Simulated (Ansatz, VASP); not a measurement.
## One calculation of Au, two programs

```
Au
1.0
     2.88750    0.00000    0.00000
     0.00000    2.88750    0.00000
     0.00000    0.00000   24.16710
Au
5
Cartesian
  0.0000 0.0000 8.0410
  1.4438 1.4438 10.0439
  0.0000 0.0000 12.0835
  1.4438 1.4438 14.1232
  0.0000 0.0000 16.1261
```

Alike in both runs: functional PBEsol; k mesh 13 × 13 × 1; occupations fermi-dirac, width 0.1 eV; no spin polarisation.

Ansatz relaxed the structure, and its values are those at the end. VASP's run is a single point on that final structure, the one shown.

```csv
,VASP,Ansatz
version,VASP 6.6.1,Ansatz 0.2.0
potentials or method,"VASP PAW PBE potentials, release 64 (Au)","PAW with Ansatz's default frozen-core files, scalar-relativistic"
plane-wave cutoff (eV),520,420
valence electrons in the cell,55,95
```

|  | VASP | Ansatz | Ansatz less VASP |
| --- | --- | --- | --- |
| rms of the force components (eV/Å) | 0.004 | 0.001 | -0.0033 |

VASP's potentials were made for PBE, not for PBEsol. The functional is the same, so the differences come from potentials, cutoffs and numerics. VASP's potentials hold 55 valence electrons a cell and Ansatz's 95, so a difference there can come from the potentials and not from the codes. Ansatz's warnings: stress scf threshold loose.

Spin-orbit coupling is off throughout.
